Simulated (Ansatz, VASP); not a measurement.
Zn in VASP and in Ansatz

Contents of INCAR:

```
AGGAC    = 1.0          
AGGAX    = 1.0          
ALDAC    = 0.0          
ALDAX    = 1.0          
ALGO     = Normal         # electronic algorithm
EDIFF    = 1E-7           # SCF threshold, eV
ENCUT    = 520            # plane-wave cutoff, eV
GGA      = B5             # functional
ISIF     = 2              # what is computed and relaxed
ISMEAR   = -1             # smearing method
LASPH    = T              # aspherical terms in the spheres
LCHARG   = F              # write CHGCAR
LREAL    = F              # projectors in reciprocal space
LWAVE    = F              # write WAVECAR
NBANDS   = 25             # bands
NELM     = 80             # most SCF steps
PREC     = Accurate       # precision mode
SIGMA    = 0.1            # smearing width, eV
```

KPOINTS

```
k-points
0
Gamma
  9 9 13
```

POSCAR

```
Zn
1.0
    4.8374424770      0.0000000000      0.0000000000
   -2.4187212385      4.1893480744      0.0000000000
    0.0000000000      0.0000000000      2.7205791677
Zn
3
Direct
    0.0000000000      1.0000000000      1.0000000000
    0.3333333333      0.6666666667      0.5000000000
    0.6666666667      0.3333333333      0.5000000000
```

Input for Ansatz:

```yaml
crystal:
  lattice:
    - [4.837442477, 0.0, 0.0]
    - [-2.4187212385, 4.1893480744, 0.0]
    - [0.0, 0.0, 2.7205791677]
  atoms:
    - { symbol: Zn, position: [0.0, 1.0, 1.0] }
    - { symbol: Zn, position: [0.3333333333, 0.6666666667, 0.5] }
    - { symbol: Zn, position: [0.6666666667, 0.3333333333, 0.5] }
hamiltonian:
  xc: blyp
  pseudopotentials:
    kind: paw
    azcp:
      Zn: "pseudopotentials/Zn.paw.azcp"
basis:
  ecutwfc: 420
  fft_grid_basis: typed
kpoints:
  mp_grid: { grid: [9, 9, 13], shift: [0, 0, 0] }
magnetization:
  spin_polarized: false
scf:
  occupations: { method: fermi_dirac, width: 0.1 }
  lower_state_search: "off"
output:
  stress: true
  write_density: true
  write_potential: true
  elf: true
  volumetric_format: npy
```

Alike in both runs: task single point; functional BLYP; k mesh 9 × 9 × 13; occupations fermi-dirac, width 0.1 eV; no spin polarisation.

|  | VASP | Ansatz |
| --- | --- | --- |
| version | VASP 6.6.1 | Ansatz 0.2.0 |
| potentials or method | VASP PAW PBE potentials, release 64 (Zn), cutoff 520 eV | plane waves (420 eV) with PAW, scalar-relativistic |
| valence electrons in the cell | 36 | 36 |

```tsv
	VASP	Ansatz	Ansatz less VASP
pressure (GPa)	-1.0	-1.1	-0.12
traceless stress, the component that is largest in VASP (GPa)	-0.70	-0.75	-0.049
```

VASP's potentials were made for PBE, not for BLYP. The functional is the same, so the differences come from potentials, cutoffs and numerics.
